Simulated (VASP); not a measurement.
Set up this calculation in VASP 6.6.1, as the native input.

- Task: single point
- Functional: LDA
- Potentials or basis: VASP PAW LDA potentials, release 64 (Ga_d, Sb)
- Cutoff: 520 eV
- k mesh: 16 × 16 × 16
- Occupations: gaussian, width 0.15 eV
- Spin: no spin polarisation
- Dipole correction: no
- Further INCAR settings: ALGO = Normal; EDIFF = 1e-07; NBANDS = 16

The structure of GaSb lies in POSCAR:

```
GaSb
1.0
   -2.8786500000      2.8786500000      1.5386446001
    2.8786500000     -2.8786500000      1.5386446001
    2.8786500000      2.8786500000     -1.5386446001
Ga Sb
1 1
Direct
    0.2500000000      0.7500000000      0.5000000000
    0.0000000000      0.0000000000      0.0000000000
```

One way to write it, as run:

INCAR

```
PREC = Accurate ; ENCUT = 520
EDIFF = 1E-7 ; ISMEAR = 0
SIGMA = 0.15 ; LREAL = F
LASPH = T ; NELM = 60
ALGO = Normal ; ISIF = 2
LWAVE = F ; LCHARG = F
GGA = CA ; NBANDS = 16
```

KPOINTS

```
Automatic mesh
0
Gamma
  16 16 16
```

Potentials or basis: VASP PAW LDA potentials, release 64 (Ga_d, Sb).

The run is started by

```bash
$ cat potpaw_LDA.64/Ga_d/POTCAR potpaw_LDA.64/Sb/POTCAR > POTCAR
$ mpirun -np 1 vasp_std > vasp.out
```

It gave:

| Quantity | Value |
| --- | --- |
| Pressure | -6.2 GPa |
| Band gap on the k mesh | zero (bands 9 and 10 overlap by 4.02 eV) |

Caveat: the cell stands under tension; spin-orbit coupling is left out, which moves the levels of the heavy elements.

Wall time 2.9 min on 1 thread of Intel Xeon 8259CL, on a shared host, peak memory 0.4 GiB.
